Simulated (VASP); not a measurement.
# Zn in VASP: relaxation of the atoms with PBE

Aim: the relaxation of the atoms of Zn with PBE.

Program: VASP 6.6.1. These are calculated values, not measurements. Logs are shortened: lines on timing, memory, paths and dates and some standing lists are left out, and cuts for length are marked.

## (1) The cell of the first run

The cell holds a slab with vacuum, 4 atoms: a = 2.636 Å, b = 5.093 Å, c = 19.044 Å, α = 90.00°, β = 90.00°, γ = 90.00°.

## (2) Relaxation of the atoms, PBE

INCAR

```
PREC     = Accurate       # precision mode
ENCUT    = 450            # plane-wave cutoff, eV
EDIFF    = 1E-7           # SCF threshold, eV
ISMEAR   = -1             # smearing method
SIGMA    = 0.1            # smearing width, eV
LREAL    = False          # projectors in reciprocal space
LASPH    = True           # aspherical terms in the spheres
NELM     = 120            # most SCF steps
ALGO     = Normal         # electronic algorithm
ISIF     = 2              # what is computed and relaxed
LWAVE    = False          # write WAVECAR
LCHARG   = False          # write CHGCAR
LDIPOL   = True         
IDIPOL   = 3            
DIPOL    = 0.5 0.5 0.500
GGA      = PE             # functional
IBRION   = 2              # ionic algorithm
NSW      = 60             # ionic steps
EDIFFG   = -0.01          # ionic threshold
GGA_COMPAT= False        
NELMIN   = 4            
NELMDL   = -8           
KPAR     = 4
```

KPOINTS

```
regular mesh
0
Gamma
  14 7 1
```

POSCAR

```
Zn
1.0
    2.6358128869      0.0000000000      0.0000000000
    0.0000000000      5.0929170809      0.0000000000
    0.0000000000      0.0000000000     19.0436000000
Zn
4
Direct
    0.0000000000      0.7500000000      0.4200893065
    0.5000000000      0.2500000000      0.4600446535
    0.5000000000      0.7500000000      0.5399553465
    0.0000000000      0.2500000000      0.5799106935
```

Potentials or basis: VASP PAW PBE potentials, release 64 (Zn).

Command:

```sh
$ cat potpaw_PBE.64/Zn/POTCAR > POTCAR
$ mpirun -np 4 vasp_std > vasp.out
```

OUTCAR:

```text
PREC = Accurate
   ENCUT = 450
   EDIFF = 1E-7
   ISMEAR = -1
   LREAL = False
   LASPH = True
   NELM = 120
   ISIF = 2
   GGA = PE
   IBRION = 2
   NSW = 60
   EDIFFG = -0.01
   NELMIN = 4
   NELMDL = -8

 ion  position               nearest neighbor table
   1  0.000  0.750  0.420-   3 2.64   3 2.64   2 2.97   2 2.97   2 2.97   2 2.97
   2  0.500  0.250  0.460-   4 2.64   4 2.64   3 2.97   3 2.97   1 2.97   1 2.97   1 2.97   1 2.97

   3  0.500  0.750  0.540-   1 2.64   1 2.64   2 2.97   2 2.97   4 2.97   4 2.97   4 2.97   4 2.97

   4  0.000  0.250  0.580-   2 2.64   2 2.64   3 2.97   3 2.97   3 2.97   3 2.97

  LATTYP: Found a simple orthorhombic cell.
 ALAT       =     2.6358128869
 B/A-ratio  =     1.9321997803
 C/A-ratio  =     7.2249438094

  Lattice vectors:

 A1 = (   2.6358128869,   0.0000000000,   0.0000000000)
 A2 = (   0.0000000000,   5.0929170809,   0.0000000000)
 A3 = (   0.0000000000,   0.0000000000,  19.0436000000)

Analysis of symmetry for initial positions (statically):
=====================================================================
 Subroutine PRICEL returns:
 Original cell was already a primitive cell.

 Routine SETGRP: Setting up the symmetry group for a
 simple orthorhombic supercell.

 Subroutine GETGRP returns: Found  8 space group operations
 (whereof  4 operations were pure point group operations)
 out of a pool of  8 trial point group operations.

The static configuration has the point symmetry C_2h.
 The point group associated with its full space group is D_2h.

Analysis of symmetry for dynamics (positions and initial velocities):
=====================================================================
 Subroutine PRICEL returns:
 Original cell was already a primitive cell.

 Routine SETGRP: Setting up the symmetry group for a
 simple orthorhombic supercell.

 Subroutine GETGRP returns: Found  8 space group operations
 (whereof  4 operations were pure point group operations)
 out of a pool of  8 trial point group operations.

The dynamic configuration has the point symmetry C_2h.
 The point group associated with its full space group is D_2h.

 Subroutine INISYM returns: Found  8 space group operations
 (whereof  4 operations are pure point group operations),
 and found     1 'primitive' translations

----------------------------------------------------------------------------------------

                                     Primitive cell

  volume of cell :     255.6408

  direct lattice vectors                    reciprocal lattice vectors
     2.635812887  0.000000000  0.000000000     0.379389601  0.000000000  0.000000000
     0.000000000  5.092917081  0.000000000     0.000000000  0.196351125  0.000000000
     0.000000000  0.000000000 19.043600000     0.000000000  0.000000000  0.052511080

  length of vectors
     2.635812887  5.092917081 19.043600000     0.379389601  0.196351125  0.052511080

  position of ions in fractional coordinates (direct lattice)
     0.000000000  0.750000000  0.420089307
     0.500000000  0.250000000  0.460044653
     0.500000000  0.750000000  0.539955347
     0.000000000  0.250000000  0.579910693

  ion indices of the primitive-cell ions
   primitive index   ion index
                 1           1
                 2           2
                 3           3
                 4           4

----------------------------------------------------------------------------------------

 KPOINTS: regular mesh

Automatic generation of k-mesh.
 Grid dimensions read from file:
 generate k-points for:   14    7    1

 Generating k-lattice:

  Cartesian coordinates                     Fractional coordinates (reciprocal lattice)
     0.027099257  0.000000000  0.000000000     0.071428571  0.000000000  0.000000000
     0.000000000  0.028050161  0.000000000     0.000000000  0.142857143  0.000000000
     0.000000000  0.000000000  0.052511080     0.000000000  0.000000000  1.000000000

  Length of vectors
     0.027099257  0.028050161  0.052511080

  Shift w.r.t. Gamma in fractional coordinates (k-lattice)
     0.000000000  0.000000000  0.000000000

 Subroutine IBZKPT returns following result:
 ===========================================

 Found     32 irreducible k-points:

 Following reciprocal coordinates:
            Coordinates               Weight
  0.000000  0.000000  0.000000      1.000000
  0.071429  0.000000  0.000000      2.000000
  0.142857  0.000000  0.000000      2.000000
  0.214286  0.000000  0.000000      2.000000
  0.285714  0.000000  0.000000      2.000000
  0.357143  0.000000  0.000000      2.000000
[... 16 lines left out ...]
  0.428571  0.285714  0.000000      4.000000
  0.500000  0.285714  0.000000      2.000000
 [... further k-points ...]
   k-points           NKPTS =     32   k-points in BZ     NKDIM =     32   number of bands    NBANDS=     28
   number of dos      NEDOS =    301   number of ions     NIONS =      4
   total plane-waves  NPLWV =  90720
   dimension x,y,z NGX =    18 NGY =   36 NGZ =  140
   dimension x,y,z NGXF=    36 NGYF=   72 NGZF=  280
   ions per type =               4
   NGX,Y,Z   is equivalent  to a cutoff of  11.35, 11.75, 12.22 a.u.
   NGXF,Y,Z  is equivalent  to a cutoff of  22.71, 23.50, 24.44 a.u.
 SYSTEM =  unknown system
   PREC   = accura    normal or accurate (medium, high low for compatibility)
   ISTART =      0    job   : 0-new  1-cont  2-samecut
   ICHARG =      2    charge: 1-file 2-atom 10-const
   ISPIN  =      1    spin polarized calculation?
   LNONCOLLINEAR =      F non collinear calculations
   LSORBIT =      F    spin-orbit coupling
   LASPH  =      T    aspherical Exc in radial PAW
   ENCUT  =  450.0 eV  33.07 Ry    5.75 a.u.   4.56  8.81 32.94*2*pi/ulx,y,z
   NELM   =    120;   NELMIN=  4; NELMDL= -8     # of ELM steps
   EDIFF  = 0.1E-06   stopping-criterion for ELM
   LREAL  =      F    real-space projection
   EDIFFG = -.1E-01   stopping-criterion for IOM
   NSW    =     60    number of steps for IOM
   IBRION =      2    ionic relax: 0-MD 1-quasi-New 2-CG
   NFREE  =      1    steps in history (QN), initial steepest desc. (CG)
   ISIF   =      2    stress and relaxation
   ISYM   =      2    0-nonsym 1-usesym 2-fastsym
   POTIM  = 0.5000    time-step for ionic-motion
   TEBEG  =    0.0;   TEEND  =   0.0 temperature during run
   PSTRESS=    0.0 pullay stress
   NELECT =      48.0000    total number of electrons
   NUPDOWN=      -1.0000    fix difference up-down
   EMIN   =  10.00;   EMAX   =-10.00  energy-range for DOS
   EFERMI =   0.00;   METHOD = LEGACY
   ISMEAR =    -1;   SIGMA  =   0.10  broadening in eV -4-tet -1-fermi 0-gaus
   EFERMI_NEDOS =   21; number of points for ismear=-14 and -15
   IALGO  =     38    algorithm
   IMIX   =      4    mixing-type and parameters
     AMIX     =   0.40;   BMIX     =  1.00
     AMIX_MAG =   1.60;   BMIX_MAG =  1.00
  volume/ion in A,a.u.               =      63.91       431.29
  Fermi-wavevector in a.u.,A,eV,Ry     =   0.937444  1.771512 11.956808  0.878801
  Thomas-Fermi vector in A             =   2.064555
   LORBIT       =      0    0 simple, 1 ext, 2 COOP (PROOUT), +10 PAW based schemes
   GGA     = PE    functional components
   LHFCALC =     F    Hartree Fock is set to
   AEXX    =    0.0000 exact exchange contribution
   IVDW    =     0    specifies the selected vdW correction
   LEPSILON=     F    determine dielectric tensor
   LRPA    =     F    only Hartree local field effects (RPA)
 conjugate gradient relaxation of ions
 non-spin polarized calculation
  energy-cutoff  :      450.00
  volume of cell :      255.64
 maximum number of plane-waves:      5594
   NGX =  9   NGY = 17   NGZ = 65

--------------------------------------- Ionic step        1  -------------------------------------------

 number of electron      47.9999994 magnetization

 Free energy of the ion-electron system (eV)
  ---------------------------------------------------
  ext. energy  EPLUGINS =         0.00000000
  ---------------------------------------------------
  free energy    TOTEN  =        -3.18331816 eV

  energy without entropy =       -3.12921095  energy(sigma->0) =       -3.15626455

------------------------ aborting loop because EDIFF is reached ----------------------------------------

  FORCE on cell =-STRESS in cart. coord.  units (eV):
  Direction    XX          YY          ZZ          XY          YZ          ZX
  --------------------------------------------------------------------------------------
  -------------------------------------------------------------------------------------
  Total       -2.1619605     -3.3165805      1.2660165      0.0000000      0.0000000      0.0000000
  in kB      -13.5496511    -20.7859987      7.9345028      0.0000000      0.0000000      0.0000000
  external PRESSURE =      -8.8003823 kB  Pullay stress =       0.0000000 kB
[... 95 lines left out ...]
  FREE ENERGIE OF THE ION-ELECTRON SYSTEM (eV)
  ---------------------------------------------------
  free  energy   TOTEN  =        -3.2963091270 eV

  energy  without entropy=       -3.2445666808  energy(sigma->0) =       -3.27043790

[... ionic steps 4 to 8 ...]

--------------------------------------- Ionic step        9  -------------------------------------------

 number of electron      47.9999996 magnetization

------------------------ aborting loop because EDIFF is reached ----------------------------------------
[... 33 lines left out ...]
--------------------------------------- Ionic step       10  -------------------------------------------

 number of electron      47.9999976 magnetization

 dipolmoment           0.000000      0.000000     -0.000000 electrons x Angstroem

------------------------ aborting loop because EDIFF is reached ----------------------------------------

  FORCE on cell =-STRESS in cart. coord.  units (eV):
  Direction    XX          YY          ZZ          XY          YZ          ZX
  --------------------------------------------------------------------------------------
  -------------------------------------------------------------------------------------
  Total       -2.8494208     -4.9985912     -0.2218826      0.0000000      0.0000000      0.0000000
  in kB      -17.8581698    -31.3276607     -1.3906044      0.0000000      0.0000000      0.0000000
  external PRESSURE =     -16.8588116 kB  Pullay stress =       0.0000000 kB
[... 25 lines left out ...]
--------------------------------------- Ionic step       11  -------------------------------------------

 number of electron      48.0000006 magnetization

 dipolmoment           0.000000      0.000000      0.000000 electrons x Angstroem

 Free energy of the ion-electron system (eV)
  ---------------------------------------------------
  ext. energy  EPLUGINS =         0.00000000
  ---------------------------------------------------
  free energy    TOTEN  =        -3.45596383 eV

  energy without entropy =       -3.39845968  energy(sigma->0) =       -3.42721175

 E-fermi :  -2.4885     XC(G=0):  -3.7297

 val. band max:       -2.5360208714   @ k =   0.5000   0.2857   0.0000
 cond. band min:      -2.4583877239   @ k =   0.5000   0.0000   0.0000
 fundamental gap:      0.0776331475
 Fermi energy:        -2.4885164953

 k-point     1 :       0.0000    0.0000    0.0000
  band No.  band energies     occupation
      1     -11.0764      2.00000
      2     -10.3877      2.00000
      3     -10.2918      2.00000
      4     -10.2596      2.00000
      5     -10.0190      2.00000
      6      -9.8853      2.00000
[... 733 lines left out ...]
     27       0.7332      0.00000
     28       0.7377      0.00000

 [... further k-points ...]

------------------------ aborting loop because EDIFF is reached ----------------------------------------

 vacuum level on the upper side and lower side of the slab       (xc-potential included)        -0.053        -0.053

  FORCE on cell =-STRESS in cart. coord.  units (eV):
  Direction    XX          YY          ZZ          XY          YZ          ZX
  --------------------------------------------------------------------------------------
  -------------------------------------------------------------------------------------
  Total       -2.8317905     -4.8527123     -0.0748913      0.0000000      0.0000000      0.0000000
  in kB      -17.7476749    -30.4133942     -0.4693659      0.0000000      0.0000000      0.0000000
  external PRESSURE =     -16.2101450 kB  Pullay stress =       0.0000000 kB
[... 19 lines left out ...]
  FREE ENERGIE OF THE ION-ELECTRON SYSTEM (eV)
  ---------------------------------------------------
  free  energy   TOTEN  =        -3.4559638281 eV

  energy  without entropy=       -3.3984596809  energy(sigma->0) =       -3.42721175

 reached required accuracy - stopping structural energy minimisation

 vacuum level on the upper side and lower side of the slab         1.720         1.720
```

Run time: 13 min. Hardware: 4 MPI ranks of AMD EPYC 7R43 (Zen 3), shared host; peak memory 0.32 GiB.

Results:

| Property | Result |
| --- | --- |
| Free energy | -3.4560 eV |
| Energy gained by relaxing | 68.2 meV/atom |
| Ionic steps | 11 |
| Largest force after relaxing | 0.004 eV/Å |
| Band gap on the k mesh | zero (bands 24 and 25 overlap by 2.40 eV) |

Forces on the atoms (eV/Å):
```
Zn   0.000  0.000 -0.004
Zn   0.000  0.000  0.002
Zn   0.000  0.000 -0.002
Zn   0.000  0.000  0.004
```

The path:
```tsv
step	energy change (eV)	largest force (eV/Å)	pressure (GPa)
1	0.0000	0.6321	-0.88
2	-0.0368	0.5451	-1.03
3	-0.1130	0.3207	-1.46
4	-0.1538	0.3333	-1.97
5	-0.1548	0.3213	-1.94
6	-0.1799	0.2895	-1.93
7	-0.2354	0.2005	-1.88
8	-0.2628	0.1086	-1.78
9	-0.2659	0.0897	-1.80
10	-0.2717	0.0346	-1.69
11	-0.2726	0.0043	-1.62
```

Final structure:
```
CELL_PARAMETERS angstrom
2.63581 0.00000 0.00000
0.00000 5.09292 0.00000
0.00000 0.00000 19.04360
ATOMIC_POSITIONS crystal
Zn 0.00000 0.75000 0.43516
Zn 0.50000 0.25000 0.43471
Zn 0.50000 0.75000 0.56529
Zn 0.00000 0.25000 0.56484
```

Levels at points of the mesh, in eV from the Fermi level:
```tsv
k point	band 21	band 22	band 23	band 24	band 25	band 26	band 27	band 28
(0.00, 0.00, 0.00)	-6.58	-5.07	-2.11	-1.97	-1.15	0.35	0.64	2.87
(0.50, 0.00, 0.00)	-2.44	-2.44	0.03	0.04	2.96	2.97	4.34	4.66
```

The gap in the log of VASP goes by the Fermi energy; the results here count the filled bands.